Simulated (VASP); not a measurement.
Wanted: the native input for a VASP 6.6.1 run.

```
Task                   : single point
Functional             : LDA
Potentials or basis    : VASP PAW LDA potentials, release 64 (In_d, As)
Cutoff                 : 520 eV
k mesh                 : 8 × 8 × 8
Occupations            : gaussian, width 0.05 eV
Spin                   : no spin polarisation
Dipole correction      : no
Further INCAR settings : ALGO = Normal; EDIFF = 1e-06; NBANDS = 16
```

The structure of InAs lies in POSCAR:

```
InAs
1.0
    0.0000000000      2.8773040000      2.8773040000
    2.8773040000      0.0000000000      2.8773040000
    2.8773040000      2.8773040000      0.0000000000
In As
1 1
Direct
    0.5000000000      0.5000000000      0.5000000000
    0.0000000000      0.0000000000      0.0000000000
```

The input as run:

INCAR

```
  PREC = Accurate
  ENCUT = 520
  EDIFF = 1E-6
  ISMEAR = 0
  SIGMA = 0.05
  LREAL = F
  LASPH = T
  NELM = 100
  ALGO = Normal
  ISIF = 2
  LWAVE = F
  LCHARG = F
  NBANDS = 16
```

KPOINTS

```
Automatic mesh
0
Gamma
  8 8 8
```

Potentials or basis: VASP PAW LDA potentials, release 64 (In_d, As).

The run is started by

```bash
$ cat potpaw_LDA.64/In_d/POTCAR potpaw_LDA.64/As/POTCAR > POTCAR
$ mpirun -np 1 vasp_std > vasp.out
```

It gave:

The pressure is -5.0 GPa and the band gap on the k mesh is zero (band 9 reaches 6.11 eV, above the bottom of band 10 at 3.52 eV).

Caveat: spin-orbit coupling is left out, which moves the levels of the heavy elements.

It took 26 s on 1 thread of Intel(R) Xeon(R) Platinum 8259CL CPU @ 2.50GHz (Skylake/Cascade Lake), on a shared host, peak memory 0.16 GiB.
